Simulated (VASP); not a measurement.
# NaGaF2 (P-3m1) in VASP: further runs

Runs on NaGaF2. Level: PBE. Tasks: single point, relaxation of cell and atoms.

Program: VASP 6.6.1. These are calculated values, not measurements. Logs are shortened: lines on timing, memory, paths and dates and some standing lists are left out, and cuts for length are marked.

**1. The cell of the first run**

It takes space group P-3m1 (No. 164, trigonal). Conventional cell: a = 3.321 Å, b = 3.321 Å, c = 5.334 Å, α = 90.00°, β = 90.00°, γ = 120.00°. Within 3.5 Å of Na (site symmetry -3m) lie 6 F at 2.65 Å and 2 Ga at 2.67 Å and 6 Na at 3.32 Å. Within 2.8 Å of Ga (site symmetry -3m) lie 6 F at 2.09 Å and 2 Na at 2.67 Å. Within 2.8 Å of F (site symmetry 3m) lie 3 Ga at 2.09 Å and 3 F at 2.54 Å and 3 Na at 2.65 Å.

**2. Single point, PBE**

INCAR reads:

```
PREC = Accurate
ENCUT = 520
EDIFF = 1E-6
ISMEAR = 0
SIGMA = 0.1
LREAL = False
LASPH = True
NELM = 60
ALGO = Normal
ISIF = 2
LWAVE = False
LCHARG = False
GGA = PE
NBANDS = 25
```

KPOINTS reads:

```
Automatic mesh
0
Gamma
  6 6 4
```

POSCAR reads:

```
NaGaF2
1.0
    3.3207317600      0.0000000000      0.0000000000
   -1.6603658800      2.8758380600      0.0000000000
    0.0000000000      0.0000000000      5.3337157900
Na Ga F
1 1 2
Direct
    0.0000000000      0.0000000000      0.0000000000
    0.0000000000      0.0000000000      0.5000000000
    0.3333333300      0.6666666700      0.6558220300
    0.6666666700      0.3333333300      0.3441779700
```

Potentials or basis: VASP PAW PBE potentials, release 64 (Na_pv, Ga_d, F).

Command:

```
$ cat potpaw_PBE.64/Na_pv/POTCAR potpaw_PBE.64/Ga_d/POTCAR potpaw_PBE.64/F/POTCAR > POTCAR
$ mpirun -np 1 vasp_std > vasp.out
```

OUTCAR:

```text
PREC = Accurate
   ENCUT = 520
   EDIFF = 1E-6
   ISMEAR = 0
   LREAL = False
   LASPH = True
   NELM = 60
   ISIF = 2
   GGA = PE

 ion  position               nearest neighbor table
   1  0.000  0.000  0.000-   2 2.67   2 2.67
   2  0.000  0.000  0.500-   3 2.09   4 2.09   3 2.09   4 2.09   4 2.09   3 2.09   1 2.67   1 2.67

   3  0.333  0.667  0.656-   2 2.09   2 2.09   2 2.09
   4  0.667  0.333  0.344-   2 2.09   2 2.09   2 2.09

  LATTYP: Found a hexagonal cell.
 ALAT       =     3.3207317600
 C/A-ratio  =     1.6061868815

  Lattice vectors:

 A1 = (   3.3207317600,   0.0000000000,   0.0000000000)
 A2 = (  -1.6603658800,   2.8758380600,   0.0000000000)
 A3 = (   0.0000000000,   0.0000000000,   5.3337157900)

Analysis of symmetry for initial positions (statically):
=====================================================================
 Subroutine PRICEL returns:
 Original cell was already a primitive cell.

 Routine SETGRP: Setting up the symmetry group for a
 hexagonal supercell.

 Subroutine GETGRP returns: Found 12 space group operations
 (whereof 12 operations were pure point group operations)
 out of a pool of 24 trial point group operations.

The static configuration has the point symmetry D_3d.

Analysis of symmetry for dynamics (positions and initial velocities):
=====================================================================
 Subroutine PRICEL returns:
 Original cell was already a primitive cell.

 Routine SETGRP: Setting up the symmetry group for a
 hexagonal supercell.

 Subroutine GETGRP returns: Found 12 space group operations
 (whereof 12 operations were pure point group operations)
 out of a pool of 24 trial point group operations.

The dynamic configuration has the point symmetry D_3d.

 Subroutine INISYM returns: Found 12 space group operations
 (whereof 12 operations are pure point group operations),
 and found     1 'primitive' translations

----------------------------------------------------------------------------------------

                                     Primitive cell

  volume of cell :      50.9364

  direct lattice vectors                    reciprocal lattice vectors
     3.320731760  0.000000000  0.000000000     0.301138445  0.173862363  0.000000000
    -1.660365880  2.875838060  0.000000000     0.000000000  0.347724726  0.000000000
     0.000000000  0.000000000  5.333715790     0.000000000  0.000000000  0.187486555

  length of vectors
     3.320731760  3.320731757  5.333715790     0.347724725  0.347724726  0.187486555

  position of ions in fractional coordinates (direct lattice)
     0.000000000  0.000000000  0.000000000
     0.000000000  0.000000000  0.500000000
     0.333333330  0.666666670  0.655822030
     0.666666670  0.333333330  0.344177970

  ion indices of the primitive-cell ions
   primitive index   ion index
                 1           1
                 2           2
                 3           3
                 4           4

----------------------------------------------------------------------------------------

 KPOINTS: Automatic mesh

Automatic generation of k-mesh.
 Grid dimensions read from file:
 generate k-points for:    6    6    4

 Generating k-lattice:

  Cartesian coordinates                     Fractional coordinates (reciprocal lattice)
     0.050189741  0.028977060  0.000000000     0.166666667  0.000000000  0.000000000
     0.000000000  0.057954121  0.000000000     0.000000000  0.166666667  0.000000000
     0.000000000  0.000000000  0.046871639     0.000000000  0.000000000  0.250000000

  Length of vectors
     0.057954121  0.057954121  0.046871639

  Shift w.r.t. Gamma in fractional coordinates (k-lattice)
     0.000000000  0.000000000  0.000000000

 Subroutine IBZKPT returns following result:
 ===========================================

 Found     24 irreducible k-points:

 Following reciprocal coordinates:
            Coordinates               Weight
  0.000000  0.000000  0.000000      1.000000
  0.166667  0.000000  0.000000      6.000000
  0.333333  0.000000  0.000000      6.000000
  0.500000  0.000000  0.000000      3.000000
  0.166667  0.166667  0.000000      6.000000
  0.333333  0.166667  0.000000     12.000000
[... 16 lines left out ...]
  0.333333  0.166667  0.500000     12.000000
  0.333333  0.333333  0.500000      2.000000
   k-points           NKPTS =     24   k-points in BZ     NKDIM =     24   number of bands    NBANDS=     25
   number of dos      NEDOS =    301   number of ions     NIONS =      4
   total plane-waves  NPLWV =  31360
   dimension x,y,z NGX =    28 NGY =   28 NGZ =   40
   dimension x,y,z NGXF=    56 NGYF=   56 NGZF=   80
   ions per type =               1   1   2
   NGX,Y,Z   is equivalent  to a cutoff of  14.02, 14.02, 12.47 a.u.
   NGXF,Y,Z  is equivalent  to a cutoff of  28.04, 28.04, 24.94 a.u.
 SYSTEM =  unknown system
   PREC   = accura    normal or accurate (medium, high low for compatibility)
   ISTART =      0    job   : 0-new  1-cont  2-samecut
   ICHARG =      2    charge: 1-file 2-atom 10-const
   ISPIN  =      1    spin polarized calculation?
   LNONCOLLINEAR =      F non collinear calculations
   LSORBIT =      F    spin-orbit coupling
   LASPH  =      T    aspherical Exc in radial PAW
   ENCUT  =  520.0 eV  38.22 Ry    6.18 a.u.   6.17  6.17  9.92*2*pi/ulx,y,z
   NELM   =     60;   NELMIN=  2; NELMDL= -5     # of ELM steps
   EDIFF  = 0.1E-05   stopping-criterion for ELM
   LREAL  =      F    real-space projection
   EDIFFG = 0.1E-04   stopping-criterion for IOM
   NSW    =      0    number of steps for IOM
   IBRION =     -1    ionic relax: 0-MD 1-quasi-New 2-CG
   NFREE  =      0    steps in history (QN), initial steepest desc. (CG)
   ISIF   =      2    stress and relaxation
   ISYM   =      2    0-nonsym 1-usesym 2-fastsym
   POTIM  = 0.5000    time-step for ionic-motion
   TEBEG  =    0.0;   TEEND  =   0.0 temperature during run
   PSTRESS=    0.0 pullay stress
   NELECT =      34.0000    total number of electrons
   NUPDOWN=      -1.0000    fix difference up-down
   EMIN   =  10.00;   EMAX   =-10.00  energy-range for DOS
   EFERMI =   0.00;   METHOD = LEGACY
   ISMEAR =     0;   SIGMA  =   0.10  broadening in eV -4-tet -1-fermi 0-gaus
   EFERMI_NEDOS =   21; number of points for ismear=-14 and -15
   IALGO  =     38    algorithm
   IMIX   =      4    mixing-type and parameters
     AMIX     =   0.40;   BMIX     =  1.00
     AMIX_MAG =   1.60;   BMIX_MAG =  1.00
  volume/ion in A,a.u.               =      12.73        85.93
  Fermi-wavevector in a.u.,A,eV,Ry     =   1.430732  2.703692 27.851064  2.046995
  Thomas-Fermi vector in A             =   2.550546
   LORBIT       =      0    0 simple, 1 ext, 2 COOP (PROOUT), +10 PAW based schemes
   GGA     = PE    functional components
   LHFCALC =     F    Hartree Fock is set to
   AEXX    =    0.0000 exact exchange contribution
   IVDW    =     0    specifies the selected vdW correction
   LEPSILON=     F    determine dielectric tensor
   LRPA    =     F    only Hartree local field effects (RPA)
 non-spin polarized calculation
 Gauss-broadening in eV      SIGMA  =   0.10
  energy-cutoff  :      520.00
  volume of cell :       50.94
 maximum number of plane-waves:      1387
 NGX is ok and might be reduce to    28
   NGX = 13   NGY = 13   NGZ = 19

 number of electron      34.0000015 magnetization

 Free energy of the ion-electron system (eV)
  ---------------------------------------------------
  ext. energy  EPLUGINS =         0.00000000
  ---------------------------------------------------
  free energy    TOTEN  =       -12.35055251 eV

  energy without entropy =      -12.33292251  energy(sigma->0) =      -12.34173751

 E-fermi :   5.7739     XC(G=0): -10.0814

 val. band max:        5.7428598758   @ k =   0.1667   0.1667   0.5000
 cond. band min:       5.7905006718   @ k =   0.3333   0.1667   0.5000
 fundamental gap:      0.0476407959
 Fermi energy:         5.7738756526

 k-point     1 :       0.0000    0.0000    0.0000
  band No.  band energies     occupation
      1     -21.2449      2.00000
      2     -20.5708      2.00000
      3     -20.2997      2.00000
      4     -20.2997      2.00000
      5     -19.9767      2.00000
      6     -10.1283      2.00000
[... 17 lines left out ...]
     24      17.9148      0.00000
     25      18.6089      0.00000

 k-point     2 :       0.1667    0.0000    0.0000
  band No.  band energies     occupation
      1     -21.1468      2.00000
      2     -20.5498      2.00000
      3     -20.3118      2.00000
      4     -20.3048      2.00000
      5     -20.0352      2.00000
      6     -10.0861      2.00000
[... 17 lines left out ...]
     24      17.7263      0.00000
     25      18.1382      0.00000

 k-point     3 :       0.3333    0.0000    0.0000
  band No.  band energies     occupation
      1     -20.9260      2.00000
      2     -20.5059      2.00000
      3     -20.3294      2.00000
      4     -20.3151      2.00000
      5     -20.1785      2.00000
      6     -10.0218      2.00000
[... 17 lines left out ...]
     24      16.9567      0.00000
     25      17.2834      0.00000

 k-point     4 :       0.5000    0.0000    0.0000
  band No.  band energies     occupation
      1     -20.7907      2.00000
      2     -20.4710      2.00000
      3     -20.3519      2.00000
      4     -20.3203      2.00000
      5     -20.2714      2.00000
      6     -10.0067      2.00000
[... 17 lines left out ...]
     24      16.6277      0.00000
     25      16.7253      0.00000
[... 477 lines left out ...]
 k-point    22 :       0.1667    0.1667    0.5000
  band No.  band energies     occupation
      1     -21.0101      2.00000
      2     -20.4782      2.00000
      3     -20.3191      2.00000
      4     -20.2816      2.00000
      5     -20.1927      2.00000
      6     -10.0215      2.00000
[... 17 lines left out ...]
     24      15.7783      0.00000
     25      18.3299      0.00000

 k-point    23 :       0.3333    0.1667    0.5000
  band No.  band energies     occupation
      1     -20.7503      2.00000
      2     -20.5762      2.00000
      3     -20.3417      2.00000
      4     -20.3095      2.00000
      5     -20.2293      2.00000
      6      -9.9736      2.00000
[... 17 lines left out ...]
     24      15.8444      0.00000
     25      16.7952      0.00000

 k-point    24 :       0.3333    0.3333    0.5000
  band No.  band energies     occupation
      1     -20.6251      2.00000
      2     -20.6251      2.00000
      3     -20.3416      2.00000
      4     -20.2939      2.00000
      5     -20.2939      2.00000
      6      -9.9241      2.00000
[... 17 lines left out ...]
     24      15.9841      0.00000
     25      17.2694      0.00000

------------------------ aborting loop because EDIFF is reached ----------------------------------------

  FORCE on cell =-STRESS in cart. coord.  units (eV):
  Direction    XX          YY          ZZ          XY          YZ          ZX
  --------------------------------------------------------------------------------------
  -------------------------------------------------------------------------------------
  Total       11.8112813     11.8112812      8.3222062     -0.0000000      0.0000000      0.0000000
  in kB      371.5176926    371.5176918    261.7706572     -0.0000000      0.0000000      0.0000000
  external PRESSURE =     334.9353472 kB  Pullay stress =       0.0000000 kB

 VOLUME and BASIS-vectors are now :
 -----------------------------------------------------------------------------
  energy-cutoff  :      520.00
  volume of cell :       50.94
      direct lattice vectors                 reciprocal lattice vectors
     3.320731760  0.000000000  0.000000000     0.301138445  0.173862363  0.000000000
    -1.660365880  2.875838060  0.000000000     0.000000000  0.347724726  0.000000000
     0.000000000  0.000000000  5.333715790     0.000000000  0.000000000  0.187486555

 POSITION                                       TOTAL-FORCE (eV/Angst)
 -----------------------------------------------------------------------------------
      0.00000      0.00000      0.00000         0.000000      0.000000     -0.000000
      0.00000      0.00000      2.66686         0.000000      0.000000     -0.000000
     -0.00000      1.91723      3.49797         0.000000     -0.000000      2.735884
      1.66037      0.95861      1.83575        -0.000000      0.000000     -2.735884
 -----------------------------------------------------------------------------------
    total drift:                                0.000000      0.000000      0.000000

  FREE ENERGIE OF THE ION-ELECTRON SYSTEM (eV)
  ---------------------------------------------------
  free  energy   TOTEN  =       -12.3505525057 eV

  energy  without entropy=      -12.3329225095  energy(sigma->0) =      -12.34173751
```

Wall time 26 s (1 thread of Intel Xeon Platinum 8488C (Sapphire Rapids), shared host); peak memory 0.18 GiB.

What came out:

```yaml
Free_energy: -12.3506 eV
Pressure: 33.5 GPa
Largest_force: 2.736 eV/Å
Band_gap_on_the_k_mesh: zero (band 17 reaches 6.23 eV, above the bottom of band 18 at 4.55 eV)
```

Forces on the atoms (eV/Å):
```
Na   0.000  0.000  0.000
Ga   0.000  0.000  0.000
F    0.000  0.000  2.736
F    0.000  0.000 -2.736
```

Levels at points of the mesh, in eV from the Fermi level:
| k point | band 14 | band 15 | band 16 | band 17 | band 18 | band 19 | band 20 | band 21 |
| --- | --- | --- | --- | --- | --- | --- | --- | --- |
| (0.00, 0.00, 0.00) | -7.48 | -7.48 | -7.22 | -4.41 | 0.68 | 1.46 | 7.16 | 7.16 |
| (0.50, 0.00, 0.00) | -7.40 | -7.11 | -6.91 | -0.12 | 1.66 | 3.25 | 3.42 | 6.68 |
| (0.00, 0.00, 0.50) | -7.50 | -7.48 | -7.48 | -3.31 | -1.22 | 3.39 | 7.05 | 7.05 |
| (0.50, 0.00, 0.50) | -7.30 | -7.10 | -6.92 | -0.10 | 1.63 | 2.81 | 3.76 | 6.54 |

Caveat: the k points lie up to 0.36 Å⁻¹ apart; forces of over 1 eV/Å act on the atoms, so gaps and moduli don't describe the material at rest.

**3. Single point, PBE**

This run uses another cell than the first one, of 15.17 Å³/atom, 1.192 times its volume.

INCAR reads:

```
SYSTEM = NaGaF2
PREC     = Accurate       ! precision mode
ENCUT    = 520            ! plane-wave cutoff, eV
EDIFF    = 1E-6           ! SCF threshold, eV
ISMEAR   = 0              ! smearing method
SIGMA    = 0.1            ! smearing width, eV
LREAL    = .FALSE.        ! projectors in reciprocal space
LASPH    = .TRUE.         ! aspherical terms in the spheres
NELM     = 60             ! most SCF steps
ALGO     = Normal         ! electronic algorithm
ISIF     = 2              ! what is computed and relaxed
LWAVE    = .FALSE.        ! write WAVECAR
LCHARG   = .TRUE.         ! write CHGCAR
GGA      = PE             ! functional
LELF     = .TRUE.         ! ELF
LVHAR    = .TRUE.       
NBANDS   = 25             ! bands
```

KPOINTS reads:

```
regular mesh
0
G
  6 6 4
  0 0 0
```

POSCAR reads:

```
NaGaF2
1.0
    3.3462069022      0.0000000000      0.0000000000
   -1.6731034511      2.8979001837      0.0000000000
    0.0000000000      0.0000000000      6.2594556546
Na Ga F
1 1 2
Direct
    0.0000000000      0.0000000000      0.0000000000
    0.0000000000      0.0000000000      0.5000000000
    0.3333333333      0.6666666667      0.7830420654
    0.6666666667      0.3333333333      0.2169579346
```

Potentials or basis: VASP PAW PBE potentials, release 64 (Na_pv, Ga_d, F).

Command:

```
$ cat potpaw_PBE.64/Na_pv/POTCAR potpaw_PBE.64/Ga_d/POTCAR potpaw_PBE.64/F/POTCAR > POTCAR
$ mpirun -np 1 vasp_std > vasp.out
```

OUTCAR:

```text
SYSTEM = NaGaF2
   PREC = Accurate
   ENCUT = 520
   EDIFF = 1E-6
   ISMEAR = 0
   LREAL = .FALSE.
   LASPH = .TRUE.
   NELM = 60
   ISIF = 2
   GGA = PE

 ion  position               nearest neighbor table
   1  0.000  0.000  0.000-
   2  0.000  0.000  0.500-
   3  0.333  0.667  0.783-
   4  0.667  0.333  0.217-

  LATTYP: Found a hexagonal cell.
 ALAT       =     3.3462069022
 C/A-ratio  =     1.8706122597
[... 865 lines left out ...]

  FORCE on cell =-STRESS in cart. coord.  units (eV):
  Direction    XX          YY          ZZ          XY          YZ          ZX
  --------------------------------------------------------------------------------------
  -------------------------------------------------------------------------------------
  Total       -0.0624333     -0.0624333      0.0939463      0.0000000      0.0000000      0.0000000
  in kB       -1.6479891     -1.6479891      2.4798051      0.0000000      0.0000000      0.0000000
  external PRESSURE =      -0.2720577 kB  Pullay stress =       0.0000000 kB

 VOLUME and BASIS-vectors are now :
 -----------------------------------------------------------------------------
  energy-cutoff  :      520.00
  volume of cell :       60.70
      direct lattice vectors                 reciprocal lattice vectors
     3.346206902  0.000000000  0.000000000     0.298845836  0.172538724  0.000000000
    -1.673103451  2.897900184  0.000000000     0.000000000  0.345077448  0.000000000
     0.000000000  0.000000000  6.259455655     0.000000000  0.000000000  0.159758301

 POSITION                                       TOTAL-FORCE (eV/Angst)
 -----------------------------------------------------------------------------------
      0.00000      0.00000      0.00000        -0.000000      0.000000      0.000000
      0.00000      0.00000      3.12973        -0.000000      0.000000      0.000000
     -0.00000      1.93193      4.90142         0.000000      0.000000     -0.000979
      1.67310      0.96597      1.35804         0.000000     -0.000000      0.000979
 -----------------------------------------------------------------------------------
    total drift:                                0.000000      0.000000      0.000000

  FREE ENERGIE OF THE ION-ELECTRON SYSTEM (eV)
  ---------------------------------------------------
  free  energy   TOTEN  =       -16.0061925905 eV

  energy  without entropy=      -16.0061925905  energy(sigma->0) =      -16.00619259
```

stdout:

```text
POSCAR found type information on POSCAR NaGaF
 POSCAR found :  3 types and       4 ions
 scaLAPACK will be used
 LDA part: xc-table for (Slater+PW92), standard interpolation
 POSCAR, INCAR and KPOINTS ok, starting setup
 FFT: planning ... GRIDC
 FFT: planning ... GRID_SOFT
 FFT: planning ... GRID
 WAVECAR not read
 entering main loop
```

Wall time 29 s (1 thread of Intel Xeon Platinum 8488C (Sapphire Rapids), shared host); peak memory 0.19 GiB.

Results:

```yaml
Free_energy: -16.0062 eV
Pressure: 0.0 GPa
Band_gap_on_the_k_mesh: 2.23 eV, indirect (least direct gap 2.52 eV)
```

[end of part 1 of 2]
